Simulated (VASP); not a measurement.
Here is a VASP 6.6.1 calculation.

The input INCAR:

```
PREC = Accurate ; ENCUT = 520
EDIFF = 1E-7 ; ISMEAR = 0
SIGMA = 0.15 ; LREAL = False
LASPH = True ; NELM = 100
ALGO = Fast ; ISIF = 2
LWAVE = False ; LCHARG = True
GGA = PE ; LELF = True
LVHAR = True ; NBANDS = 18
```

The input KPOINTS:

```
regular mesh
0
Gamma
  18 18 10
```

Contents of POSCAR:

```
Sc
1.0
    3.3087978973      0.0000000000      0.0000000000
   -1.6543989486      2.8655030350      0.0000000000
    0.0000000000      0.0000000000      5.1099600000
Sc
2
Direct
    0.3333333333      0.6666666667      0.2500000000
    0.6666666667      0.3333333333      0.7500000000
```

Potentials or basis: VASP PAW PBE potentials, release 64 (Sc_sv).

Launch:

```bash
$ cat potpaw_PBE.64/Sc_sv/POTCAR > POTCAR
$ mpirun -np 1 vasp_std > vasp.out
```

(1) Predict the band gap on the k mesh.

(2) What does it give for the pressure?

Answers

(1) zero (band 11 reaches 4.80 eV, above the bottom of band 12 at 3.25 eV).

(2) 1.0 GPa.

Caveat: the cell differs from its parent crystal (strain +0.000 along x and y, -0.030 along z).
